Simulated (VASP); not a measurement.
# Hf3H4 (Immm) in VASP: relaxation of cell and atoms with PBE

Aim: the relaxation of cell and atoms of Hf3H4 with PBE.

All numbers are computed with VASP 6.6.1; they aren't measurements. Logs are shortened: lines on timing, memory, paths and dates and some standing lists are left out, and cuts for length are marked.

## 1. The cell of the first run

It takes space group Immm (No. 71, orthorhombic). The conventional cell has a = 4.419 Å, b = 6.041 Å, c = 6.796 Å, α = 90.00°, β = 90.00°, γ = 90.00°. Within 2.6 Å of Hf (site symmetry m2m) lie 2 H at 1.93 Å and 2 Hf at 2.01 to 2.02 Å. Hf (site symmetry mmm) has 2 Hf at 2.01 Å and 4 H at 2.54 Å within 2.7 Å. H (site symmetry m) has 4 Hf at 1.93 to 2.75 Å and 3 H at 2.27 to 2.68 Å within 2.8 Å.

The cell was generated, and may not be a known phase.

## 2. Relaxation of cell and atoms, PBE

INCAR

```
SYSTEM = Hf3H4
PREC = Accurate
ENCUT = 600
EDIFF = 1E-6
ISMEAR = 0
SIGMA = 0.2
LREAL = .FALSE.
LASPH = .TRUE.
NELM = 100
ALGO = Normal
ISIF = 3
LWAVE = .FALSE.
LCHARG = .FALSE.
GGA = PE
IBRION = 2
NSW = 36
EDIFFG = -0.08
```

KPOINTS

```
Automatic mesh
0
G
  5 5 5
  0 0 0
```

POSCAR

```
Hf3H4
1.0
   -2.2092622700      3.0206356900      3.3978688700
    2.2092622700     -3.0206356900      3.3978688700
    2.2092622700      3.0206356900     -3.3978688700
Hf H
3 4
Direct
    0.3331205000      0.5000000000      0.8331205000
    0.6668795000      0.5000000000      0.1668795000
    0.0000000000      0.5000000000      0.5000000000
    0.4418243000      0.2197487400      0.2220755500
    0.5581757000      0.7802512600      0.7779244500
    0.0023268100      0.7802512600      0.2220755500
    0.9976731900      0.2197487400      0.7779244500
```

Potentials or basis: VASP PAW PBE potentials, release 64 (Hf_pv, H).

Command:

```bash
$ cat potpaw_PBE.64/Hf_pv/POTCAR potpaw_PBE.64/H/POTCAR > POTCAR
$ mpirun -np 1 vasp_std > vasp.out
```

OUTCAR:

```text
SYSTEM = Hf3H4
   PREC = Accurate
   ENCUT = 600
   EDIFF = 1E-6
   ISMEAR = 0
   LREAL = .FALSE.
   LASPH = .TRUE.
   NELM = 100
   ISIF = 3
   GGA = PE
   IBRION = 2
   NSW = 36
   EDIFFG = -0.08

 ion  position               nearest neighbor table
   1  0.333  0.500  0.833-   5 1.93   7 1.93   3 2.01   2 2.02
   2  0.667  0.500  0.167-   4 1.93   6 1.93   3 2.01   1 2.02
   3  0.000  0.500  0.500-   1 2.01   2 2.01
   4  0.442  0.220  0.222-   2 1.93
   5  0.558  0.780  0.778-   1 1.93
   6  0.002  0.780  0.222-   2 1.93
   7  0.998  0.220  0.778-   1 1.93

  LATTYP: Found a body centered orthorhombic cell.
 ALAT       =     4.4185245400
 B/A-ratio  =     1.3672598908
 C/A-ratio  =     1.5380106365

  Lattice vectors:

 A1 = (  -2.2092622700,   3.0206356900,   3.3978688700)
 A2 = (   2.2092622700,  -3.0206356900,   3.3978688700)
 A3 = (   2.2092622700,   3.0206356900,  -3.3978688700)

Analysis of symmetry for initial positions (statically):
=====================================================================
 Subroutine PRICEL returns:
 Original cell was already a primitive cell.

 Routine SETGRP: Setting up the symmetry group for a
 body centered orthorhombic supercell.

 Subroutine GETGRP returns: Found  8 space group operations
 (whereof  8 operations were pure point group operations)
 out of a pool of  8 trial point group operations.

The static configuration has the point symmetry D_2h.

Analysis of symmetry for dynamics (positions and initial velocities):
=====================================================================
 Subroutine PRICEL returns:
 Original cell was already a primitive cell.

 Routine SETGRP: Setting up the symmetry group for a
 body centered orthorhombic supercell.

 Subroutine GETGRP returns: Found  8 space group operations
 (whereof  8 operations were pure point group operations)
 out of a pool of  8 trial point group operations.

The dynamic configuration has the point symmetry D_2h.

 Subroutine INISYM returns: Found  8 space group operations
 (whereof  8 operations are pure point group operations),
 and found     1 'primitive' translations

----------------------------------------------------------------------------------------

                                     Primitive cell

  volume of cell :      90.7010

  direct lattice vectors                    reciprocal lattice vectors
    -2.209262270  3.020635690  3.397868870     0.000000000  0.165528071  0.147151058
     2.209262270 -3.020635690  3.397868870     0.226319893  0.000000000  0.147151058
     2.209262270  3.020635690 -3.397868870     0.226319893  0.165528071  0.000000000

  length of vectors
     5.054759402  5.054759402  5.054759402     0.221479065  0.269952084  0.280393003

  position of ions in fractional coordinates (direct lattice)
[... 111 lines left out ...]
  Fermi-wavevector in a.u.,A,eV,Ry     =   1.180403  2.230639 18.957702  1.393352
  Thomas-Fermi vector in A             =   2.316696
   LORBIT       =      0    0 simple, 1 ext, 2 COOP (PROOUT), +10 PAW based schemes
   GGA     = PE    functional components
   LHFCALC =     F    Hartree Fock is set to
   AEXX    =    0.0000 exact exchange contribution
   IVDW    =     0    specifies the selected vdW correction
   LEPSILON=     F    determine dielectric tensor
   LRPA    =     F    only Hartree local field effects (RPA)
 conjugate gradient relaxation of ions
 non-spin polarized calculation
 Gauss-broadening in eV      SIGMA  =   0.20
  energy-cutoff  :      600.00
  volume of cell :       90.70
 maximum number of plane-waves:      3050
   NGX = 21   NGY = 21   NGZ = 21

--------------------------------------- Ionic step        1  -------------------------------------------

 number of electron      34.0000001 magnetization

 Free energy of the ion-electron system (eV)
  ---------------------------------------------------
  ext. energy  EPLUGINS =         0.00000000
  ---------------------------------------------------
  free energy    TOTEN  =       -26.57233827 eV

  energy without entropy =      -26.50652326  energy(sigma->0) =      -26.53943076

------------------------ aborting loop because EDIFF is reached ----------------------------------------

  FORCE on cell =-STRESS in cart. coord.  units (eV):
  Direction    XX          YY          ZZ          XY          YZ          ZX
  --------------------------------------------------------------------------------------
  -------------------------------------------------------------------------------------
  Total       -6.5308474     83.9617616     -6.0589432     -0.0000000      0.0000000      0.0000000
  in kB     -115.3633575   1483.1323005   -107.0274630     -0.0000000      0.0000000      0.0000000
  external PRESSURE =     420.2471600 kB  Pullay stress =       0.0000000 kB
[... 104 lines left out ...]
  FREE ENERGIE OF THE ION-ELECTRON SYSTEM (eV)
  ---------------------------------------------------
  free  energy   TOTEN  =       -37.3950882308 eV

  energy  without entropy=      -37.3235339119  energy(sigma->0) =      -37.35931107

 E-fermi :   3.0499     XC(G=0):  -9.9031

 val. band max:        3.0455050227   @ k =   0.4000  -0.4000   0.4000
 cond. band min:       3.0524702216   @ k =  -0.2000  -0.4000   0.2000
 fundamental gap:      0.0069651989
 Fermi energy:         3.0498934220

 k-point     1 :       0.0000    0.0000    0.0000
  band No.  band energies     occupation
      1     -28.8364      2.00000
      2     -28.8316      2.00000
      3     -28.7468      2.00000
      4     -28.2790      2.00000
      5     -28.2451      2.00000
      6     -28.1803      2.00000
[... 565 lines left out ...]
     20       3.4189      0.00908
     21       3.5342      0.00062

 [... further k-points ...]

[... ionic steps 4 to 18 ...]

--------------------------------------- Ionic step       19  -------------------------------------------

 number of electron      34.0000002 magnetization

------------------------ aborting loop because EDIFF is reached ----------------------------------------
[... 77 lines left out ...]
--------------------------------------- Ionic step       21  -------------------------------------------

 number of electron      34.0000003 magnetization

 Free energy of the ion-electron system (eV)
  ---------------------------------------------------
  ext. energy  EPLUGINS =         0.00000000
  ---------------------------------------------------
  free energy    TOTEN  =       -43.48448267 eV

  energy without entropy =      -43.40306518  energy(sigma->0) =      -43.44377392

 E-fermi :   4.5650     XC(G=0): -11.1676

 val. band max:        4.5640683863   @ k =   0.2000   0.0000  -0.0000
 cond. band min:       4.5689756725   @ k =   0.2000   0.2000  -0.0000
 fundamental gap:      0.0049072862
 Fermi energy:         4.5650013058

 k-point     1 :       0.0000    0.0000    0.0000
  band No.  band energies     occupation
      1     -26.5498      2.00000
      2     -26.4280      2.00000
      3     -26.1790      2.00000
      4     -26.1645      2.00000
      5     -26.0803      2.00000
      6     -25.9317      2.00000
[... 601 lines left out ...]
  FREE ENERGIE OF THE ION-ELECTRON SYSTEM (eV)
  ---------------------------------------------------
  free  energy   TOTEN  =       -43.4844826659 eV

  energy  without entropy=      -43.4030651764  energy(sigma->0) =      -43.44377392

 reached required accuracy - stopping structural energy minimisation
```

It took 20 min on 1 thread of Intel Xeon 8259CL, shared host; peak memory 0.28 GiB.

Results:

```yaml
Free_energy: -43.4845 eV
Relaxed_volume: 11.19 Å³/atom
Relaxed_cell: a = 5.541 Å, b = 5.541 Å, c = 5.541 Å, α = 147.10°, β = 69.49°, γ = 120.71°
Space_group_after_relaxing_to_0.1_Å: Immm (No. 71)
Energy_gained_by_relaxing: 2416.0 meV/atom
Ionic_steps: 21
Pressure_after_relaxing: 0.2 GPa
Largest_force_after_relaxing: 0.022 eV/Å
Band_gap_on_the_k_mesh: zero (bands 17 and 18 overlap by 0.69 eV)
```

Forces in eV/Å, atoms in the order of the input:
```
Hf   0.000 -0.022  0.000
Hf   0.000  0.022  0.000
Hf   0.000  0.000  0.000
H    0.000 -0.012 -0.012
H    0.000  0.012  0.012
H    0.000 -0.012  0.012
H    0.000  0.012 -0.012
```

The path:
```
step  energy change (eV)  largest force (eV/Å)  pressure (GPa)  volume (Å³)
   1              0.0000                0.9264           42.02        90.70
   2            -10.3654                0.9348          -15.68       131.03
   3            -10.8227                1.0357           -9.07       115.74
   4            -10.9095                1.0240          -11.92       120.37
   5            -10.9119                1.0280          -11.17       118.95
   6            -12.7561                1.9876           -9.39       102.79
   7            -11.1210                5.7545           68.24        60.64
   8            -13.8266                3.3672           -1.38        88.66
   9            -13.8859                4.8769           22.42        72.61
  10            -14.1711                4.2343            9.13        79.46
  11            -14.7515                3.8269           11.40        76.75
  12            -15.5037                2.3215           25.54        68.71
  13            -16.0870                1.6846           18.09        70.82
  14            -16.8338                0.5428            3.52        76.44
  15            -16.8897                0.3140            0.19        78.23
  16            -16.8940                0.2566           -0.92        78.89
  17            -16.8937                0.2861           -1.26        79.10
  18            -16.8997                0.2376           -0.96        78.93
  19            -16.9101                0.0886           -0.04        78.43
  20            -16.9109                0.0295            0.32        78.24
  21            -16.9121                0.0222            0.21        78.32
```

Final structure:
```yaml
crystal:
  lattice:
    - [-1.56911, 4.55331, 2.74067]
    - [1.56911, -4.55331, 2.74067]
    - [1.56911, 4.55331, -2.74067]
  atoms:
    - { symbol: Hf, position: [0.33447, 0.50000, 0.83447] }
    - { symbol: Hf, position: [0.66553, 0.50000, 0.16553] }
    - { symbol: Hf, position: [0.00000, 0.50000, 0.50000] }
    - { symbol: H, position: [0.40552, 0.16219, 0.24334] }
    - { symbol: H, position: [0.59448, 0.83781, 0.75666] }
    - { symbol: H, position: [0.08115, 0.83781, 0.24334] }
    - { symbol: H, position: [0.91885, 0.16219, 0.75666] }
```

Levels at points of the mesh, in eV from the Fermi level:
| k point | band 15 | band 16 | band 17 | band 18 | band 19 | band 20 |
| --- | --- | --- | --- | --- | --- | --- |
| (0.00, 0.00, 0.00) | -1.35 | -1.26 | -0.40 | 0.90 | 1.41 | 1.76 |

Caveat: spin-orbit coupling is left out, which moves the levels of the heavy elements.
